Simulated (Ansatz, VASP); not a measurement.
Two plane-wave programs on GaSi3S2

The input INCAR:

```
SYSTEM = GaSi3S2
PREC     = Accurate       ! precision mode
ENCUT    = 520            ! plane-wave cutoff, eV
EDIFF    = 1E-6           ! SCF threshold, eV
ISMEAR   = 0              ! smearing method
SIGMA    = 0.1            ! smearing width, eV
LREAL    = .FALSE.        ! projectors in reciprocal space
LASPH    = .TRUE.         ! aspherical terms in the spheres
NELM     = 100            ! most SCF steps
ALGO     = Normal         ! electronic algorithm
ISIF     = 2              ! what is computed and relaxed
LWAVE    = .FALSE.        ! write WAVECAR
LCHARG   = .FALSE.        ! write CHGCAR
GGA      = PE             ! functional
NBANDS   = 28             ! bands
```

Contents of KPOINTS:

```
Automatic mesh
0
G
  6 6 4
  0 0 0
```

File POSCAR:

```
GaSi3S2
1.0
    4.5019858900      0.0000000000      0.0000000000
   -2.2509929400      3.8988341400      0.0000000000
    0.0000000000      0.0000000000      5.6376221900
Ga Si S
1 3 2
Direct
    0.0000000000      0.0000000000      0.5000000000
    0.3333333300      0.6666666700      0.7237790200
    0.6666666700      0.3333333300      0.2762209800
    0.0000000000      0.0000000000      0.0000000000
    0.3333333300      0.6666666700      0.2191410100
    0.6666666700      0.3333333300      0.7808589900
```

Input for Ansatz:

```yaml
crystal:
  lattice:
    - [4.50198589, 0.0, 0.0]
    - [-2.25099294, 3.89883414, 0.0]
    - [0.0, 0.0, 5.63762219]
  atoms:
    - { symbol: Ga, position: [0.0, 0.0, 0.5] }
    - { symbol: Si, position: [0.33333333, 0.66666667, 0.72377902] }
    - { symbol: Si, position: [0.66666667, 0.33333333, 0.27622098] }
    - { symbol: Si, position: [0.0, 0.0, 0.0] }
    - { symbol: S, position: [0.33333333, 0.66666667, 0.21914101] }
    - { symbol: S, position: [0.66666667, 0.33333333, 0.78085899] }
basis:
  ecutwfc: 420
kpoints:
  mp_grid: { grid: [6, 6, 4] }
hamiltonian:
  xc: pbe
scf:
  occupations: { method: gaussian, width: 0.1 }
  lower_state_search: "off"
output:
  forces: true
  stress: true
  eigenvalues: true
```

Change from the starting cell: species swapped into the Sn2Pd3Au type (P-3m1, No. 164).

Alike in both runs: task single point; functional PBE; k mesh 6 × 6 × 4; occupations gaussian, width 0.1 eV; no spin polarisation.

|  | VASP | Ansatz |
| --- | --- | --- |
| version | VASP 6.6.1 | Ansatz 0.2.0 |
| potentials or method | VASP PAW PBE potentials, release 64 (Ga_d, Si, S), cutoff 520 eV | scalar-relativistic, plane waves, PAW |
| valence electrons in the cell | 37 | 37 |

```csv
,VASP,Ansatz,Ansatz less VASP
gap on the k mesh at the Fermi level (eV),none,none,-
pressure (GPa),1.6,1.6,-0.02
"traceless stress, the component that is largest in VASP (GPa)",-4.54,-4.55,-0.002
rms of the force components (eV/Å),0.287,0.284,-0.0027
```

Atom by atom the forces differ by 0.003 eV/Å (rms over components). A gap of «none» marks a metal or a gap that the smearing closes. With one functional, cell and mesh, what is left measures potentials, basis and numerics.
